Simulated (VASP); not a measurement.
Wanted: the native input for a VASP 6.6.1 run.

* Task: single point
* Functional: PBE
* Potentials or basis: VASP PAW PBE potentials, release 64 (Be, Cd, Te)
* Cutoff: 600 eV
* k mesh: 4 × 4 × 2
* Occupations: gaussian, width 0.1 eV
* Spin: no spin polarisation
* Dipole correction: no
* Further INCAR settings: ALGO = Normal; EDIFF = 1e-06; NBANDS = 31

The structure of BeCd2Te3 lies in POSCAR:

```
BeCd2Te3
1.0
    4.4871323700      0.0000000000      0.0000000000
    0.0000000000      4.4871323700      0.0000000000
    0.0000000000      0.0000000000      8.6375365900
Be Cd Te
1 2 3
Direct
    0.0000000000      0.0000000000      0.0000000000
    0.0000000000      0.0000000000      0.7732483200
    0.0000000000      0.0000000000      0.2267516800
    0.0000000000      0.5000000000      0.0000000000
    0.5000000000      0.0000000000      0.0000000000
    0.0000000000      0.0000000000      0.5000000000
```

The cell was built from a structure type or drawn by symmetry, and may not be a known phase.

The input as run:

INCAR

```
ALGO = Normal
EDIFF = 1E-6
ENCUT = 600
GGA = PE
GGA_COMPAT = False
ISIF = 2
ISMEAR = 0
LASPH = True
LCHARG = False
LREAL = False
LWAVE = False
NBANDS = 31
NELM = 120
PREC = Accurate
SIGMA = 0.1
```

KPOINTS

```
k-points
0
Gamma
  4 4 2
```

Potentials or basis: VASP PAW PBE potentials, release 64 (Be, Cd, Te).

The run is started by

```console
$ cat potpaw_PBE.64/Be/POTCAR potpaw_PBE.64/Cd/POTCAR potpaw_PBE.64/Te/POTCAR > POTCAR
$ mpirun -np 1 vasp_std > vasp.out
```

It gave:

| Quantity | Value |
| --- | --- |
| Pressure | 23.6 GPa |
| Largest force | 2.056 eV/Å |
| Band gap on the k mesh | zero (bands 22 and 23 overlap by 1.29 eV) |

Caveat: the k points lie up to 0.36 Å⁻¹ apart, too coarse for converged energies and pressures of a metal; spin-orbit coupling is left out, which moves the levels of the heavy elements; forces of over 1 eV/Å act on the atoms, so gaps and moduli don't describe the material at rest.

It took 49 s on 1 thread of Intel(R) Xeon(R) 6975P-C (Granite Rapids), on a shared host, peak memory 0.32 GiB.
